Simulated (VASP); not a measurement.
# NaF (Villiaumite) (Fm-3m) in VASP: notebook

Runs on NaF (Villiaumite). Level: r2SCAN. Tasks: single point.

Program: VASP 6.6.1. These are calculated values, not measurements. Logs are shortened: lines on timing, memory, paths and dates and some standing lists are left out, and cuts for length are marked.

## Step 1: The cell of the first run

It takes space group Fm-3m (No. 225, cubic). The conventional cell has a = 4.325 Å, b = 4.325 Å, c = 4.325 Å, α = 90.00°, β = 90.00°, γ = 90.00°. Na (site symmetry m-3m) has 6 F at 2.16 Å within 2.9 Å. F (site symmetry m-3m) has 6 Na at 2.16 Å within 2.9 Å.

## Step 2: Single point, r2SCAN

POSCAR

```
NaF
1.0
    2.1626439205      2.1626439205      0.0000000000
   -2.1626439205      2.1626439205      0.0000000000
    0.0000000000      2.1626439205      2.1626439205
Na F
1 1
Direct
    0.0000000000      0.0000000000      0.0000000000
    0.5000000000      0.5000000000      0.0000000000
```

INCAR.step1

```
PREC     = Accurate       # precision mode
ENCUT    = 520            # plane-wave cutoff, eV
ISMEAR   = 0              # smearing method
SIGMA    = 0.01           # smearing width, eV
LREAL    = False          # projectors in reciprocal space
LASPH    = True           # aspherical terms in the spheres
NELM     = 60             # most SCF steps
NBANDS   = 14             # bands
GGA      = PE             # functional
ALGO     = Normal         # electronic algorithm
EDIFF    = 1E-4           # SCF threshold, eV
LWAVE    = True           # write WAVECAR
LCHARG   = False          # write CHGCAR
```

INCAR.step2

```
PREC     = Accurate       # precision mode
ENCUT    = 520            # plane-wave cutoff, eV
EDIFF    = 1E-6           # SCF threshold, eV
ISMEAR   = 0              # smearing method
SIGMA    = 0.01           # smearing width, eV
LREAL    = False          # projectors in reciprocal space
LASPH    = True           # aspherical terms in the spheres
NELM     = 60             # most SCF steps
ALGO     = Normal         # electronic algorithm
ISIF     = 2              # what is computed and relaxed
LWAVE    = False          # write WAVECAR
LCHARG   = True           # write CHGCAR
METAGGA  = R2SCAN         # meta-GGA
LMIXTAU  = True         
LELF     = True           # ELF
LVHAR    = True         
NBANDS   = 14             # bands
ISTART   = 1
```

KPOINTS

```
regular mesh
0
Gamma
  8 8 8
```

Potentials or basis: VASP PAW PBE potentials, release 64 (Na_pv, F).

Run with:

```
cat potpaw_PBE.64/Na_pv/POTCAR potpaw_PBE.64/F/POTCAR > POTCAR
cp INCAR.step1 INCAR
mpirun -np 1 vasp_std > vasp.out
cp INCAR.step2 INCAR
mpirun -np 1 vasp_std > vasp.out
```

OUTCAR:

```text
PREC = Accurate
   ENCUT = 520
   EDIFF = 1E-6
   ISMEAR = 0
   LREAL = False
   LASPH = True
   NELM = 60
   ISIF = 2
   METAGGA = R2SCAN
   ISTART = 1

 ion  position               nearest neighbor table
   1  0.000  0.000  0.000-   2 2.16   2 2.16   2 2.16   2 2.16   2 2.16   2 2.16
   2  0.500  0.500  0.000-   1 2.16   1 2.16   1 2.16   1 2.16   1 2.16   1 2.16

  LATTYP: Found a face centered cubic cell.
 ALAT       =     4.3252878410

  Lattice vectors:

 A1 = (   0.0000000000,   2.1626439205,   2.1626439205)
 A2 = (   2.1626439205,   0.0000000000,   2.1626439205)
 A3 = (   2.1626439205,   2.1626439205,   0.0000000000)

Analysis of symmetry for initial positions (statically):
=====================================================================
 Subroutine PRICEL returns:
 Original cell was already a primitive cell.

 Routine SETGRP: Setting up the symmetry group for a
 face centered cubic supercell.

 Subroutine GETGRP returns: Found 48 space group operations
 (whereof 48 operations were pure point group operations)
 out of a pool of 48 trial point group operations.

The static configuration has the point symmetry O_h .

Analysis of symmetry for dynamics (positions and initial velocities):
=====================================================================
 Subroutine PRICEL returns:
 Original cell was already a primitive cell.

 Routine SETGRP: Setting up the symmetry group for a
 face centered cubic supercell.

 Subroutine GETGRP returns: Found 48 space group operations
 (whereof 48 operations were pure point group operations)
 out of a pool of 48 trial point group operations.

The dynamic configuration has the point symmetry O_h .

 Subroutine INISYM returns: Found 48 space group operations
 (whereof 48 operations are pure point group operations),
 and found     1 'primitive' translations

----------------------------------------------------------------------------------------

                                     Primitive cell

  volume of cell :      20.2295

  direct lattice vectors                    reciprocal lattice vectors
     2.162643920  2.162643920  0.000000000     0.231198486  0.231198486 -0.231198486
    -2.162643920  2.162643920  0.000000000    -0.231198486  0.231198486 -0.231198486
     0.000000000  2.162643920  2.162643920     0.000000000  0.000000000  0.462396972

  length of vectors
     3.058440363  3.058440363  3.058440363     0.400447524  0.400447524  0.462396972

  position of ions in fractional coordinates (direct lattice)
     0.000000000  0.000000000  0.000000000
     0.500000000  0.500000000  0.000000000

  ion indices of the primitive-cell ions
   primitive index   ion index
                 1           1
                 2           2

----------------------------------------------------------------------------------------

 KPOINTS: regular mesh

Automatic generation of k-mesh.
 Grid dimensions read from file:
 generate k-points for:    8    8    8

 Generating k-lattice:

  Cartesian coordinates                     Fractional coordinates (reciprocal lattice)
     0.028899811  0.028899811 -0.028899811     0.125000000  0.000000000  0.000000000
    -0.028899811  0.028899811 -0.028899811     0.000000000  0.125000000  0.000000000
     0.000000000  0.000000000  0.057799621     0.000000000  0.000000000  0.125000000

  Length of vectors
     0.050055941  0.050055941  0.057799621

  Shift w.r.t. Gamma in fractional coordinates (k-lattice)
     0.000000000  0.000000000  0.000000000

 Subroutine IBZKPT returns following result:
 ===========================================

 Found     29 irreducible k-points:

 Following reciprocal coordinates:
            Coordinates               Weight
  0.000000  0.000000  0.000000      1.000000
  0.125000  0.000000  0.000000      8.000000
  0.250000  0.000000  0.000000      8.000000
  0.375000  0.000000  0.000000      8.000000
  0.500000  0.000000  0.000000      4.000000
  0.125000  0.125000  0.000000     12.000000
[... 16 lines left out ...]
  0.375000  0.250000  0.125000     48.000000
  0.500000  0.250000  0.125000     24.000000
 [... further k-points ...]
   k-points           NKPTS =     29   k-points in BZ     NKDIM =     29   number of bands    NBANDS=     14
   number of dos      NEDOS =    301   number of ions     NIONS =      2
   total plane-waves  NPLWV =  13824
   dimension x,y,z NGX =    24 NGY =   24 NGZ =   24
   dimension x,y,z NGXF=    48 NGYF=   48 NGZF=   48
   ions per type =               1   1
   NGX,Y,Z   is equivalent  to a cutoff of  13.05, 13.05, 13.05 a.u.
   NGXF,Y,Z  is equivalent  to a cutoff of  26.09, 26.09, 26.09 a.u.
 SYSTEM =  unknown system
   PREC   = accura    normal or accurate (medium, high low for compatibility)
   ISTART =      1    job   : 0-new  1-cont  2-samecut
   ICHARG =      0    charge: 1-file 2-atom 10-const
   ISPIN  =      1    spin polarized calculation?
   LNONCOLLINEAR =      F non collinear calculations
   LSORBIT =      F    spin-orbit coupling
   LASPH  =      T    aspherical Exc in radial PAW
   ENCUT  =  520.0 eV  38.22 Ry    6.18 a.u.   5.69  5.69  5.69*2*pi/ulx,y,z
   NELM   =     60;   NELMIN=  2; NELMDL=  0     # of ELM steps
   EDIFF  = 0.1E-05   stopping-criterion for ELM
   LREAL  =      F    real-space projection
   EDIFFG = 0.1E-04   stopping-criterion for IOM
   NSW    =      0    number of steps for IOM
   IBRION =     -1    ionic relax: 0-MD 1-quasi-New 2-CG
   NFREE  =      0    steps in history (QN), initial steepest desc. (CG)
   ISIF   =      2    stress and relaxation
   ISYM   =      2    0-nonsym 1-usesym 2-fastsym
   POTIM  = 0.5000    time-step for ionic-motion
   TEBEG  =    0.0;   TEEND  =   0.0 temperature during run
   PSTRESS=    0.0 pullay stress
   NELECT =      14.0000    total number of electrons
   NUPDOWN=      -1.0000    fix difference up-down
   EMIN   =  10.00;   EMAX   =-10.00  energy-range for DOS
   EFERMI =   0.00;   METHOD = LEGACY
   ISMEAR =     0;   SIGMA  =   0.01  broadening in eV -4-tet -1-fermi 0-gaus
   EFERMI_NEDOS =   21; number of points for ismear=-14 and -15
   IALGO  =     38    algorithm
   IMIX   =      4    mixing-type and parameters
     AMIX     =   0.40;   BMIX     =  1.00
     AMIX_MAG =   1.60;   BMIX_MAG =  1.00
  volume/ion in A,a.u.               =      10.11        68.26
  Fermi-wavevector in a.u.,A,eV,Ry     =   1.448069  2.736453 28.530096  2.096903
  Thomas-Fermi vector in A             =   2.565952
   LORBIT       =      0    0 simple, 1 ext, 2 COOP (PROOUT), +10 PAW based schemes
   METAGGA = R2SCAN    functional components
   LHFCALC =     F    Hartree Fock is set to
   AEXX    =    0.0000 exact exchange contribution
   IVDW    =     0    specifies the selected vdW correction
   LEPSILON=     F    determine dielectric tensor
   LRPA    =     F    only Hartree local field effects (RPA)
 non-spin polarized calculation
 Gauss-broadening in eV      SIGMA  =   0.01
  energy-cutoff  :      520.00
  volume of cell :       20.23
 maximum number of plane-waves:       560
   NGX = 11   NGY = 11   NGZ = 11

 number of electron      13.9999982 magnetization

 Free energy of the ion-electron system (eV)
  ---------------------------------------------------
  ext. energy  EPLUGINS =         0.00000000
  ---------------------------------------------------
  free energy    TOTEN  =       -12.45562301 eV

  energy without entropy =      -12.45562301  energy(sigma->0) =      -12.45562301

 E-fermi :  -1.5154     XC(G=0): -10.9275

 val. band max:       -1.6987882180   @ k =   0.0000   0.0000   0.0000
 cond. band min:       6.8121594238   @ k =   0.0000   0.0000   0.0000
 fundamental gap:      8.5109476418
 Fermi energy:        -1.5153634539

 k-point     1 :       0.0000    0.0000    0.0000
  band No.  band energies     occupation
      1     -22.4028      2.00000
      2     -20.6162      2.00000
      3     -20.6161      2.00000
      4     -20.6159      2.00000
      5      -1.6988      2.00000
      6      -1.6988      2.00000
      7      -1.6988      2.00000
      8       6.8122      0.00000
      9      19.5720      0.00000
     10      19.5727      0.00000
     11      19.5733      0.00000
     12      22.7899      0.00000
     13      25.5383      0.00000
     14      25.5383      0.00000

 k-point     2 :       0.1250    0.0000    0.0000
  band No.  band energies     occupation
      1     -22.4806      2.00000
      2     -20.6188      2.00000
      3     -20.6186      2.00000
      4     -20.5061      2.00000
      5      -2.0668      2.00000
      6      -1.7592      2.00000
      7      -1.7592      2.00000
      8       7.4334      0.00000
      9      17.7092      0.00000
     10      19.9343      0.00000
     11      19.9351      0.00000
     12      25.2390      0.00000
     13      25.2391      0.00000
     14      25.2854      0.00000

 k-point     3 :       0.2500    0.0000    0.0000
  band No.  band energies     occupation
      1     -22.6397      2.00000
      2     -20.6250      2.00000
      3     -20.6248      2.00000
      4     -20.2677      2.00000
      5      -2.8372      2.00000
      6      -1.9024      2.00000
      7      -1.9024      2.00000
      8       8.9062      0.00000
      9      15.6557      0.00000
     10      20.8572      0.00000
     11      20.8579      0.00000
     12      24.7743      0.00000
     13      24.7745      0.00000
     14      27.3777      0.00000

 k-point     4 :       0.3750    0.0000    0.0000
  band No.  band energies     occupation
      1     -22.7723      2.00000
      2     -20.6312      2.00000
      3     -20.6310      2.00000
      4     -20.0537      2.00000
      5      -3.5007      2.00000
      6      -2.0424      2.00000
      7      -2.0423      2.00000
      8      10.5141      0.00000
      9      14.2726      0.00000
     10      21.7921      0.00000
     11      21.7928      0.00000
     12      24.6812      0.00000
     13      24.6817      0.00000
     14      26.8793      0.00000

 k-point     5 :       0.5000    0.0000    0.0000
  band No.  band energies     occupation
      1     -22.8215      2.00000
      2     -20.6337      2.00000
      3     -20.6336      2.00000
      4     -19.9696      2.00000
      5      -3.7543      2.00000
      6      -2.0994      2.00000
      7      -2.0994      2.00000
      8      11.3611      0.00000
      9      13.6402      0.00000
     10      22.1276      0.00000
     11      22.1282      0.00000
[... 276 lines left out ...]
 k-point    22 :       0.2500    0.2500    0.1250
  band No.  band energies     occupation
      1     -22.5842      2.00000
      2     -20.6855      2.00000
      3     -20.6400      2.00000
      4     -20.2628      2.00000
      5      -3.0302      2.00000
      6      -2.1137      2.00000
      7      -2.0137      2.00000
      8      10.0596      0.00000
      9      14.7703      0.00000
     10      20.2936      0.00000
     11      21.7879      0.00000
     12      22.0187      0.00000
     13      26.2962      0.00000
     14      30.7008      0.00000

 k-point    23 :       0.3750    0.2500    0.1250
  band No.  band energies     occupation
      1     -22.5939      2.00000
      2     -20.7135      2.00000
      3     -20.6588      2.00000
      4     -20.1943      2.00000
      5      -3.2909      2.00000
      6      -2.3581      2.00000
      7      -2.1354      2.00000
      8      11.5751      0.00000
      9      14.0774      0.00000
     10      19.4881      0.00000
     11      21.4073      0.00000
     12      23.2189      0.00000
     13      25.7288      0.00000
     14      30.8866      0.00000

 k-point    24 :       0.5000    0.2500    0.1250
  band No.  band energies     occupation
      1     -22.5966      2.00000
      2     -20.7185      2.00000
      3     -20.6741      2.00000
      4     -20.1665      2.00000
      5      -3.3823      2.00000
      6      -2.4689      2.00000
      7      -2.1856      2.00000
      8      12.4407      0.00000
      9      13.7050      0.00000
     10      19.1141      0.00000
     11      21.1156      0.00000
     12      24.0483      0.00000
     13      25.2755      0.00000
     14      31.0813      0.00000

 [... further k-points ...]

------------------------ aborting loop because EDIFF is reached ----------------------------------------

  FORCE on cell =-STRESS in cart. coord.  units (eV):
  Direction    XX          YY          ZZ          XY          YZ          ZX
  --------------------------------------------------------------------------------------
  -------------------------------------------------------------------------------------
  Total        1.8582073      1.8582073      1.8582073      0.0000000      0.0000000      0.0000000
  in kB      147.1701354    147.1701354    147.1701354      0.0000000      0.0000000      0.0000000
  external PRESSURE =     147.1701354 kB  Pullay stress =       0.0000000 kB

 VOLUME and BASIS-vectors are now :
 -----------------------------------------------------------------------------
  energy-cutoff  :      520.00
  volume of cell :       20.23
      direct lattice vectors                 reciprocal lattice vectors
     2.162643920  2.162643920  0.000000000     0.231198486  0.231198486 -0.231198486
    -2.162643920  2.162643920  0.000000000    -0.231198486  0.231198486 -0.231198486
     0.000000000  2.162643920  2.162643920     0.000000000  0.000000000  0.462396972

 POSITION                                       TOTAL-FORCE (eV/Angst)
 -----------------------------------------------------------------------------------
      0.00000      0.00000      0.00000         0.000000      0.000000      0.000000
      0.00000      2.16264      0.00000        -0.000000     -0.000000      0.000000
 -----------------------------------------------------------------------------------
    total drift:                                0.000000     -0.000000     -0.000000

  FREE ENERGIE OF THE ION-ELECTRON SYSTEM (eV)
  ---------------------------------------------------
  free  energy   TOTEN  =       -12.4556230081 eV

  energy  without entropy=      -12.4556230081  energy(sigma->0) =      -12.45562301
```

Wall time 30 s (1 thread of AMD EPYC 7R43 (Zen 3), shared host); peak memory 0.1 GiB.

What came out:

* Free energy: -12.4556 eV
* Pressure: 14.7 GPa
* Band gap on the k mesh: 8.51 eV, direct

Caveat: the PAW data sets were made with another functional, which shifts forces and pressure a little. r2SCAN opens gaps a little over a GGA but as a rule still falls short of measured ones.

## Step 3: Single point, r2SCAN

This run uses another cell than the first one, of 10.59 Å³/atom, 1.047 times its volume.

POSCAR

```
NaF
1.0
    2.1963123105      2.1963123105      0.0000000000
   -2.1963123105      2.1963123105      0.0000000000
    0.0000000000      2.1963123105      2.1963123105
Na F
1 1
Direct
    0.0000000000      0.0000000000      0.0000000000
    0.5000000000      0.5000000000      0.0000000000
```

INCAR.step1

```
SYSTEM = NaF
ALGO = Normal
EDIFF = 1E-4
ENCUT = 520
GGA = PE
ISMEAR = 0
LASPH = .True.
LCHARG = .False.
LREAL = .False.
LWAVE = .True.
NBANDS = 14
NELM = 60
PREC = Accurate
SIGMA = 0.01
```

INCAR.step2

```
SYSTEM = NaF
ALGO = Normal
EDIFF = 1E-6
ENCUT = 520
ISIF = 2
ISMEAR = 0
ISTART = 1
LASPH = .True.
LCHARG = .False.
LMIXTAU = .True.
LREAL = .False.
LWAVE = .False.
METAGGA = R2SCAN
NBANDS = 14
NELM = 60
PREC = Accurate
SIGMA = 0.01
```

KPOINTS

```
k-points
0
Gamma
  8 8 8
  0 0 0
```

Potentials or basis: VASP PAW PBE potentials, release 64 (Na_pv, F).

Run with:

```
cat potpaw_PBE.64/Na_pv/POTCAR potpaw_PBE.64/F/POTCAR > POTCAR
cp INCAR.step1 INCAR
mpirun -np 1 vasp_std > vasp.out
cp INCAR.step2 INCAR
mpirun -np 1 vasp_std > vasp.out
```

It took 27 s on 1 thread of AMD EPYC 7R43 (Zen 3), shared host; peak memory 0.1 GiB.

The run converged. Its results:

```
Free energy            : -12.5290 eV
Pressure               : 9.6 GPa
Band gap on the k mesh : 8.18 eV, direct
```

Levels at points of the mesh, in eV from the valence-band top:
| k point | band 5 | band 6 | band 7 | band 8 | band 9 | band 10 |
| --- | --- | --- | --- | --- | --- | --- |
| (0.00, 0.00, 0.00) | 0.00 | 0.00 | 0.00 | 8.18 | 20.94 | 20.94 |
| (0.50, 0.00, 0.00) | -1.93 | -0.36 | -0.36 | 12.72 | 14.89 | 23.27 |
| (0.50, 0.50, 0.00) | -1.52 | -0.48 | -0.48 | 14.46 | 15.55 | 16.58 |

Caveat: the PAW data sets were made with another functional, which shifts forces and pressure a little.

(Continued in part 2 of 2.)
